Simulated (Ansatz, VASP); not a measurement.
## HfO2 in VASP and in Ansatz

The input INCAR:

```
SYSTEM = HfO2
PREC     = Accurate       ! precision mode
ENCUT    = 520            ! plane-wave cutoff, eV
EDIFF    = 1E-6           ! SCF threshold, eV
ISMEAR   = 0              ! smearing method
SIGMA    = 0.05           ! smearing width, eV
LREAL    = .False.        ! projectors in reciprocal space
LASPH    = .True.         ! aspherical terms in the spheres
NELM     = 60             ! most SCF steps
ALGO     = Normal         ! electronic algorithm
ISIF     = 2              ! what is computed and relaxed
LWAVE    = .False.        ! write WAVECAR
LCHARG   = .False.        ! write CHGCAR
GGA      = PE             ! functional
NBANDS   = 31             ! bands
```

The input KPOINTS:

```
Automatic mesh
0
Gamma
  6 6 4
  0 0 0
```

Contents of POSCAR:

```
HfO2
1.0
    3.6043048131      0.0000000000      0.0000000000
    0.0000000000      3.6043048131      0.0000000000
    0.0000000000      0.0000000000      5.2639671549
Hf O
2 4
Direct
    0.5000000000      0.5015657545      0.5000000000
    0.0000000000     -0.0015657545      0.0000000000
    0.0000000000      0.4983049192      0.6932521152
    0.5000000000      0.0016950808      0.8067478848
    0.5000000000     -0.0485530523      0.3067478848
    0.0000000000      0.5485530523      0.1932521152
```

Input for Ansatz:

```yaml
crystal:
  lattice:
    - [3.6043048131, 0.0, 0.0]
    - [0.0, 3.6043048131, 0.0]
    - [0.0, 0.0, 5.2639671549]
  atoms:
    - { symbol: Hf, position: [0.5, 0.5015657545, 0.5] }
    - { symbol: Hf, position: [0.0, -0.0015657545, 0.0] }
    - { symbol: O, position: [0.0, 0.4983049192, 0.6932521152] }
    - { symbol: O, position: [0.5, 0.0016950808, 0.8067478848] }
    - { symbol: O, position: [0.5, -0.0485530523, 0.3067478848] }
    - { symbol: O, position: [0.0, 0.5485530523, 0.1932521152] }
basis:
  ecutwfc: 420
kpoints:
  mp_grid: { grid: [6, 6, 4] }
hamiltonian:
  xc: pbe
scf:
  occupations: { method: gaussian, width: 0.05 }
output:
  forces: true
  stress: true
  eigenvalues: true
```

Change from the starting cell: mode 17 (648.0 1/cm) frozen in, largest displacement +0.175 Å.

Alike in both runs: task single point; functional PBE; k mesh 6 × 6 × 4; occupations gaussian, width 0.05 eV; no spin polarisation.

|  | VASP | Ansatz |
| --- | --- | --- |
| version | VASP 6.6.1 | Ansatz 0.2.0 |
| potentials or method | VASP PAW PBE potentials, release 64 (Hf_pv, O), cutoff 520 eV | scalar-relativistic, plane waves, PAW |
| valence electrons in the cell | 44 | 76 |

VASP gave:

- gap on the k mesh at the Fermi level (eV): 4.58
- least direct gap on the mesh (eV): 4.65
- pressure (GPa): 2.0
- traceless stress, the component that is largest in VASP (GPa): -8.24
- rms of the force components (eV/Å): 1.614

Problem. What did Ansatz give for the same quantities?

Solution. gap on the k mesh at the Fermi level (eV): 4.62; least direct gap on the mesh (eV): 4.68; pressure (GPa): 5.1; traceless stress, the component that is largest in VASP (GPa): -8.60; rms of the force components (eV/Å): 1.630.

Atom by atom the forces differ by 0.029 eV/Å (rms over components). VASP's potentials hold 44 valence electrons a cell and Ansatz's 76, so a difference there can come from the potentials and not from the codes.

Spin-orbit coupling is off throughout.
